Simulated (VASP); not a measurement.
Runs of VASP 6.6.1 on Ge. The structure is that of space group P6_3mc (No. 186), or close to it. The cells are those of the table. 

| level | potentials or basis | cell | k mesh | gap on the mesh (eV) | pressure (GPa) | largest force (eV/Å) |
| --- | --- | --- | --- | --- | --- | --- |
| r2SCAN | VASP PAW PBE potentials, release 64 (Ge_d) | a = 4.130, b = 4.130, c = 11.209 Å, angles 90.0, 90.0, 120.0°, 4 atoms | 6 × 6 × 2 | none | (b) | 0.34 |
| LDA | VASP PAW LDA potentials, release 64 (Ge_d) | a = 4.023, b = 4.023, c = 10.920 Å, angles 90.0, 90.0, 120.0°, 4 atoms | 8 × 8 × 3 | 0.68 | -2.0 | 0.22 |
| LDA | VASP PAW LDA potentials, release 64 (Ge_d) | a = 4.050, b = 4.050, c = 10.993 Å, angles 90.0, 90.0, 120.0°, 4 atoms | 8 × 8 × 3 | (c) | -2.5 | 0.27 |
| r2SCAN | VASP PAW PBE potentials, release 64 (Ge_d) | a = 3.968, b = 3.968, c = 10.769 Å, angles 90.0, 90.0, 120.0°, 4 atoms | 6 × 6 × 2 | none | 0.2 | 0.09 |
| LDA | VASP PAW LDA potentials, release 64 (Ge_d) | a = 4.130, b = 4.130, c = 11.209 Å, angles 90.0, 90.0, 120.0°, 4 atoms | 6 × 6 × 2 | none | (a) | 0.42 |
| PBEsol | VASP PAW PBE potentials, release 64 (Ge_d) | a = 4.050, b = 4.050, c = 10.993 Å, angles 90.0, 90.0, 120.0°, 4 atoms | 4 × 4 × 2 | 0.78 | -1.5 | 0.16 |
| LDA | VASP PAW LDA potentials, release 64 (Ge_d) | a = 4.104, b = 4.104, c = 11.138 Å, angles 90.0, 90.0, 120.0°, 4 atoms | 8 × 8 × 3 | 0.36 | -3.3 | 0.35 |
| LDA | VASP PAW LDA potentials, release 64 (Ge_d) | a = 4.077, b = 4.077, c = 11.066 Å, angles 90.0, 90.0, 120.0°, 4 atoms | 8 × 8 × 3 | 0.46 | -2.9 | 0.31 |
| r2SCAN | VASP PAW PBE potentials, release 64 (Ge_d) | a = 4.050, b = 4.050, c = 10.993 Å, angles 90.0, 90.0, 120.0°, 4 atoms | 4 × 4 × 2 | 1.16 | -1.6 | 0.23 |
| LDA | VASP PAW LDA potentials, release 64 (Ge_d) | a = 3.968, b = 3.968, c = 10.769 Å, angles 90.0, 90.0, 120.0°, 4 atoms | 6 × 6 × 2 | none | -0.7 | 0.11 |
| r2SCAN | VASP PAW PBE potentials, release 64 (Ge_d) | a = 4.104, b = 4.104, c = 11.138 Å, angles 90.0, 90.0, 120.0°, 4 atoms | 6 × 6 × 2 | none | -2.7 | 0.31 |

Alike in all rows: task single point; no spin polarisation; cutoff (eV) 520; smearing fermi-dirac 0.05 eV.

**Question.** Estimate the missing entries.

**Answer.** (a) -3.5; (b) -3.1; (c) 0.57.

Caveats: some runs use coarse meshes; the PAW data sets were made with another functional, which shifts forces and pressure a little (some runs).

A k mesh can miss the band edges, and the runs leave out spin-orbit coupling on Ge.

A gap of «none» marks levels without a gap at the run's occupations.
